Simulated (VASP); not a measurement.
# LiBr (Fm-3m) in VASP: further runs, part 2 of 3

VASP 6.6.1. The steps go on from the part before.

### 3 Single point, PBEsol

This run uses another cell than the first one, of 15.96 Å³/atom, 1.067 times its volume.

INCAR

```
SYSTEM = LiBr
ALGO     = Normal         ! electronic algorithm
EDIFF    = 1E-6           ! SCF threshold, eV
ENCUT    = 750            ! plane-wave cutoff, eV
GGA      = PS             ! functional
GGA_COMPAT= .FALSE.      
ISIF     = 2              ! what is computed and relaxed
ISMEAR   = 0              ! smearing method
LASPH    = .TRUE.         ! aspherical terms in the spheres
LCHARG   = .TRUE.         ! write CHGCAR
LELF     = .TRUE.         ! ELF
LREAL    = .FALSE.        ! projectors in reciprocal space
LVHAR    = .TRUE.       
LWAVE    = .FALSE.        ! write WAVECAR
NBANDS   = 12             ! bands
NELM     = 120            ! most SCF steps
PREC     = Accurate       ! precision mode
SIGMA    = 0.01           ! smearing width, eV
```

KPOINTS

```
k-points
0
G
  8 8 8
  0 0 0
```

POSCAR

```
LiBr
1.0
    2.5176884791      2.5176884791      0.0000000000
   -2.5176884791      2.5176884791      0.0000000000
    0.0000000000      2.5176884791      2.5176884791
Li Br
1 1
Direct
    0.0000000000      0.0000000000      0.0000000000
    0.5000000000      0.5000000000      0.0000000000
```

Potentials or basis: VASP PAW PBE potentials, release 64 (Li_sv, Br).

Command:

```
cat potpaw_PBE.64/Li_sv/POTCAR potpaw_PBE.64/Br/POTCAR > POTCAR
mpirun -np 1 vasp_std > vasp.out
```

OUTCAR:

```text
SYSTEM = LiBr
   EDIFF = 1E-6
   ENCUT = 750
   GGA = PS
   ISIF = 2
   ISMEAR = 0
   LASPH = .TRUE.
   LREAL = .FALSE.
   NELM = 120
   PREC = Accurate

 ion  position               nearest neighbor table
   1  0.000  0.000  0.000-   2 2.52   2 2.52   2 2.52   2 2.52   2 2.52   2 2.52
   2  0.500  0.500  0.000-   1 2.52   1 2.52   1 2.52   1 2.52   1 2.52   1 2.52

  LATTYP: Found a face centered cubic cell.
 ALAT       =     5.0353769582

  Lattice vectors:

 A1 = (   0.0000000000,   2.5176884791,   2.5176884791)
 A2 = (   2.5176884791,   0.0000000000,   2.5176884791)
 A3 = (   2.5176884791,   2.5176884791,   0.0000000000)

Analysis of symmetry for initial positions (statically):
=====================================================================
 Subroutine PRICEL returns:
 Original cell was already a primitive cell.

 Routine SETGRP: Setting up the symmetry group for a
 face centered cubic supercell.

 Subroutine GETGRP returns: Found 48 space group operations
 (whereof 48 operations were pure point group operations)
 out of a pool of 48 trial point group operations.

The static configuration has the point symmetry O_h .

Analysis of symmetry for dynamics (positions and initial velocities):
=====================================================================
 Subroutine PRICEL returns:
 Original cell was already a primitive cell.

 Routine SETGRP: Setting up the symmetry group for a
 face centered cubic supercell.

 Subroutine GETGRP returns: Found 48 space group operations
 (whereof 48 operations were pure point group operations)
 out of a pool of 48 trial point group operations.

The dynamic configuration has the point symmetry O_h .

 Subroutine INISYM returns: Found 48 space group operations
 (whereof 48 operations are pure point group operations),
 and found     1 'primitive' translations

----------------------------------------------------------------------------------------

                                     Primitive cell

  volume of cell :      31.9180

  direct lattice vectors                    reciprocal lattice vectors
[... 112 lines left out ...]
   GGA     = PS    functional components
   LHFCALC =     F    Hartree Fock is set to
   AEXX    =    0.0000 exact exchange contribution
   IVDW    =     0    specifies the selected vdW correction
   LEPSILON=     F    determine dielectric tensor
   LRPA    =     F    only Hartree local field effects (RPA)
 non-spin polarized calculation
 Gauss-broadening in eV      SIGMA  =   0.01
  energy-cutoff  :      750.00
  volume of cell :       31.92
 maximum number of plane-waves:      1524
   NGX = 15   NGY = 15   NGZ = 15

 number of electron      10.0000000 magnetization

 number of electron       9.9999998 magnetization

 Free energy of the ion-electron system (eV)
  ---------------------------------------------------
  ext. energy  EPLUGINS =         0.00000000
  ---------------------------------------------------
  free energy    TOTEN  =        -6.73597406 eV

  energy without entropy =       -6.73597406  energy(sigma->0) =       -6.73597406

 E-fermi :   2.5993     XC(G=0):  -9.7336

 val. band max:        2.4272951045   @ k =   0.0000   0.0000   0.0000
 cond. band min:       7.9737654558   @ k =   0.5000   0.0000   0.0000
 fundamental gap:      5.5464703513
 Fermi energy:         2.5993272944

 k-point     1 :       0.0000    0.0000    0.0000
  band No.  band energies     occupation
      1     -41.0563      2.00000
      2     -12.1766      2.00000
      3       2.4273      2.00000
      4       2.4273      2.00000
      5       2.4273      2.00000
      6       8.6361      0.00000
      7      12.9295      0.00000
      8      12.9295      0.00000
      9      12.9295      0.00000
     10      15.6776      0.00000
     11      15.6776      0.00000
     12      15.6776      0.00000
[... 331 lines left out ...]
 k-point    24 :       0.5000    0.2500    0.1250
  band No.  band energies     occupation
      1     -41.0508      2.00000
      2     -11.0947      2.00000
      3      -1.4807      2.00000
      4       0.2771      2.00000
      5       1.4400      2.00000
      6       9.6983      0.00000
      7      10.5058      0.00000
      8      12.1483      0.00000
      9      14.5654      0.00000
     10      16.9707      0.00000
     11      18.0419      0.00000
     12      20.6770      0.00000

 [... further k-points ...]
[... 5 lines left out ...]
  --------------------------------------------------------------------------------------
  -------------------------------------------------------------------------------------
  Total        1.9936612      1.9936612      1.9936612     -0.0000000      0.0000000      0.0000000
  in kB      100.0750824    100.0750824    100.0750824     -0.0000000      0.0000000      0.0000000
  external PRESSURE =     100.0750824 kB  Pullay stress =       0.0000000 kB

 VOLUME and BASIS-vectors are now :
 -----------------------------------------------------------------------------
  energy-cutoff  :      750.00
  volume of cell :       31.92
      direct lattice vectors                 reciprocal lattice vectors
     2.517688479  2.517688479  0.000000000     0.198594864  0.198594864 -0.198594864
    -2.517688479  2.517688479  0.000000000    -0.198594864  0.198594864 -0.198594864
     0.000000000  2.517688479  2.517688479     0.000000000  0.000000000  0.397189727

 POSITION                                       TOTAL-FORCE (eV/Angst)
 -----------------------------------------------------------------------------------
      0.00000      0.00000      0.00000        -0.000000     -0.000000      0.000000
      0.00000      2.51769      0.00000         0.000000      0.000000      0.000000
 -----------------------------------------------------------------------------------
    total drift:                                0.000000     -0.000000     -0.000000

  FREE ENERGIE OF THE ION-ELECTRON SYSTEM (eV)
  ---------------------------------------------------
  free  energy   TOTEN  =        -6.7359740628 eV

  energy  without entropy=       -6.7359740628  energy(sigma->0) =       -6.73597406
```

stdout:

```text
POSCAR found type information on POSCAR LiBr
 POSCAR found :  2 types and       2 ions
 scaLAPACK will be used
 -----------------------------------------------------------------------------
|                                                                             |
|                                                                             |
|     You enforced a specific xc type in the INCAR file but a different       |
|     I HOPE YOU KNOW WHAT YOU ARE DOING!                                     |
|                                                                             |
 -----------------------------------------------------------------------------

 LDA part: xc-table for (Slater+PW92), standard interpolation
 POSCAR, INCAR and KPOINTS ok, starting setup
 FFT: planning ... GRIDC
 FFT: planning ... GRID_SOFT
 FFT: planning ... GRID
 WAVECAR not read
 entering main loop
```

Run time: 8.5 s. Hardware: 1 thread of AMD EPYC 9R45 (Zen 5), shared host; peak memory 0.15 GiB.

Results:

```yaml
Free_energy: -6.7360 eV
Pressure: 10.0 GPa
Band_gap_on_the_k_mesh: 5.55 eV, indirect (least direct gap 5.96 eV)
```

Levels at points of the mesh, in eV from the valence-band top:
```tsv
k point	band 2	band 3	band 4	band 5	band 6	band 7	band 8	band 9
(0.00, 0.00, 0.00)	-14.60	0.00	0.00	0.00	6.21	10.50	10.50	10.50
(0.50, 0.00, 0.00)	-13.71	-4.25	-0.42	-0.42	5.55	7.93	7.93	14.64
(0.50, 0.50, 0.00)	-13.30	-4.41	-1.80	-1.80	6.34	6.51	13.96	14.20
```

Caveat: the PAW data sets were made with another functional, which shifts forces and pressure a little. A hybrid or GW would open this gap; PBEsol tends to underestimate it.

### 4 Single point, PBEsol

This run uses another cell than the first one, of 16.74 Å³/atom, 1.119 times its volume.

INCAR

```
PREC = Accurate
ENCUT = 750
EDIFF = 1E-6
ISMEAR = 0
SIGMA = 0.01
LREAL = F
LASPH = T
NELM = 120
ALGO = Normal
ISIF = 2
LWAVE = F
LCHARG = F
GGA = PS
NBANDS = 12
GGA_COMPAT = F
```

KPOINTS

```
Automatic mesh
0
Gamma
  8 8 8
```

POSCAR

```
LiBr
1.0
    2.5581673004      2.5581673004      0.0000000000
   -2.5581673004      2.5581673004      0.0000000000
    0.0000000000      2.5581673004      2.5581673004
Li Br
1 1
Direct
    0.0000000000      0.0000000000      0.0000000000
    0.5000000000      0.5000000000      0.0000000000
```

Command:

```
cat potpaw_PBE.64/Li_sv/POTCAR potpaw_PBE.64/Br/POTCAR > POTCAR
mpirun -np 1 vasp_std > vasp.out
```

Wall time 7.5 s (1 thread of AMD EPYC 9R45 (Zen 5), shared host); peak memory 0.15 GiB.

The run converged. Its results:

```yaml
Free_energy: -6.8191 eV
Pressure: 7.0 GPa
Band_gap_on_the_k_mesh: 5.54 eV, indirect (least direct gap 5.90 eV)
```

Levels at points of the mesh, in eV from the valence-band top:
```
           k point  band 1  band 2  band 3  band 4  band 5  band 6  band 7  band 8  band 9  band 10
(0.00, 0.00, 0.00)  -43.48  -14.36    0.00    0.00    0.00    5.90   10.50   10.50   10.50    13.07
(0.50, 0.00, 0.00)  -43.48  -13.55   -3.98   -0.39   -0.39    5.54    7.97    7.97   14.04    14.79
(0.50, 0.50, 0.00)  -43.48  -13.19   -4.10   -1.67   -1.67    6.45    6.47   13.47   13.85    13.85
```

Caveat: the PAW data sets were made with another functional, which shifts forces and pressure a little. A k mesh can miss the band edges.

### 5 Single point, PBEsol

This run uses another cell than the first one, of 18.65 Å³/atom, 1.247 times its volume.

INCAR

```
ALGO = Normal
EDIFF = 1E-6
ENCUT = 750
GGA = PS
GGA_COMPAT = False
ISIF = 2
ISMEAR = 0
LASPH = True
LCHARG = False
LREAL = False
LWAVE = False
NBANDS = 12
NELM = 120
PREC = Accurate
SIGMA = 0.01
```

KPOINTS

```
k-points
0
Gamma
  8 8 8
```

POSCAR

```
LiBr
1.0
    2.6517998079      2.6517998079      0.0000000000
   -2.6517998079      2.6517998079      0.0000000000
    0.0000000000      2.6517998079      2.6517998079
Li Br
1 1
Direct
    0.0000000000      0.0000000000      0.0000000000
    0.5000000000      0.5000000000      0.0000000000
```

Potentials or basis: VASP PAW PBE potentials, release 64 (Li_sv, Br).

Command:

```
cat potpaw_PBE.64/Li_sv/POTCAR potpaw_PBE.64/Br/POTCAR > POTCAR
mpirun -np 1 vasp_std > vasp.out
```

OUTCAR:

```text
EDIFF = 1E-6
   ENCUT = 750
   GGA = PS
   ISIF = 2
   ISMEAR = 0
   LASPH = True
   LREAL = False
   NELM = 120
   PREC = Accurate

 ion  position               nearest neighbor table
   1  0.000  0.000  0.000-   2 2.65   2 2.65   2 2.65   2 2.65   2 2.65   2 2.65
   2  0.500  0.500  0.000-   1 2.65   1 2.65   1 2.65   1 2.65   1 2.65   1 2.65

  LATTYP: Found a face centered cubic cell.
 ALAT       =     5.3035996158

  Lattice vectors:

 A1 = (   0.0000000000,   2.6517998079,   2.6517998079)
 A2 = (   2.6517998079,   0.0000000000,   2.6517998079)
 A3 = (   2.6517998079,   2.6517998079,   0.0000000000)

Analysis of symmetry for initial positions (statically):
=====================================================================
 Subroutine PRICEL returns:
 Original cell was already a primitive cell.

 Routine SETGRP: Setting up the symmetry group for a
 face centered cubic supercell.

 Subroutine GETGRP returns: Found 48 space group operations
 (whereof 48 operations were pure point group operations)
 out of a pool of 48 trial point group operations.

The static configuration has the point symmetry O_h .

[... 168 lines left out ...]
 Fermi energy:         1.1443531945

 k-point     1 :       0.0000    0.0000    0.0000
  band No.  band energies     occupation
      1     -42.4841      2.00000
      2     -12.8159      2.00000
      3       1.0545      2.00000
      4       1.0545      2.00000
      5       1.0545      2.00000
      6       6.3359      0.00000
      7      11.5140      0.00000
      8      11.5140      0.00000
      9      11.5140      0.00000
     10      13.6860      0.00000
     11      13.6860      0.00000
     12      13.6860      0.00000
[... 331 lines left out ...]
 k-point    24 :       0.5000    0.2500    0.1250
  band No.  band energies     occupation
      1     -42.4816      2.00000
      2     -12.0651      2.00000
      3      -2.0611      2.00000
      4      -0.6021      2.00000
      5       0.3022      2.00000
      6       8.1356      0.00000
      7       8.9898      0.00000
      8      10.4288      0.00000
      9      12.2765      0.00000
     10      14.9535      0.00000
     11      15.5807      0.00000
     12      18.2747      0.00000

 [... further k-points ...]
[... 5 lines left out ...]
  --------------------------------------------------------------------------------------
  -------------------------------------------------------------------------------------
  Total        0.4569046      0.4569046      0.4569046     -0.0000000     -0.0000000      0.0000000
  in kB       19.6283561     19.6283561     19.6283561     -0.0000000     -0.0000000      0.0000000
  external PRESSURE =      19.6283561 kB  Pullay stress =       0.0000000 kB

 VOLUME and BASIS-vectors are now :
 -----------------------------------------------------------------------------
  energy-cutoff  :      750.00
  volume of cell :       37.30
      direct lattice vectors                 reciprocal lattice vectors
     2.651799808  2.651799808  0.000000000     0.188551186  0.188551186 -0.188551186
    -2.651799808  2.651799808  0.000000000    -0.188551186  0.188551186 -0.188551186
     0.000000000  2.651799808  2.651799808     0.000000000  0.000000000  0.377102373

 POSITION                                       TOTAL-FORCE (eV/Angst)
 -----------------------------------------------------------------------------------
      0.00000      0.00000      0.00000        -0.000000      0.000000      0.000000
      0.00000      2.65180      0.00000         0.000000     -0.000000      0.000000
 -----------------------------------------------------------------------------------
    total drift:                               -0.000000      0.000000     -0.000000

  FREE ENERGIE OF THE ION-ELECTRON SYSTEM (eV)
  ---------------------------------------------------
  free  energy   TOTEN  =        -6.9214747758 eV

  energy  without entropy=       -6.9214747758  energy(sigma->0) =       -6.92147478
```

stdout:

```text
POSCAR found type information on POSCAR LiBr
 POSCAR found :  2 types and       2 ions
 scaLAPACK will be used
 -----------------------------------------------------------------------------
|                                                                             |
|                                                                             |
|     You enforced a specific xc type in the INCAR file but a different       |
|     I HOPE YOU KNOW WHAT YOU ARE DOING!                                     |
|                                                                             |
 -----------------------------------------------------------------------------

 LDA part: xc-table for (Slater+PW92), standard interpolation
 POSCAR, INCAR and KPOINTS ok, starting setup
 FFT: planning ... GRIDC
 FFT: planning ... GRID_SOFT
 FFT: planning ... GRID
 WAVECAR not read
 entering main loop
```

Wall time 12 s (1 thread of AMD EPYC 9R45 (Zen 5), shared host); peak memory 0.17 GiB.

Results:

```
Free energy            : -6.9215 eV
Pressure               : 2.0 GPa
Band gap on the k mesh : 5.28 eV, direct
```

Caveat: the PAW data sets were made with another functional, which shifts forces and pressure a little. As with any semilocal functional, this PBEsol gap is likely too small.

(Continued in part 3 of 3.)
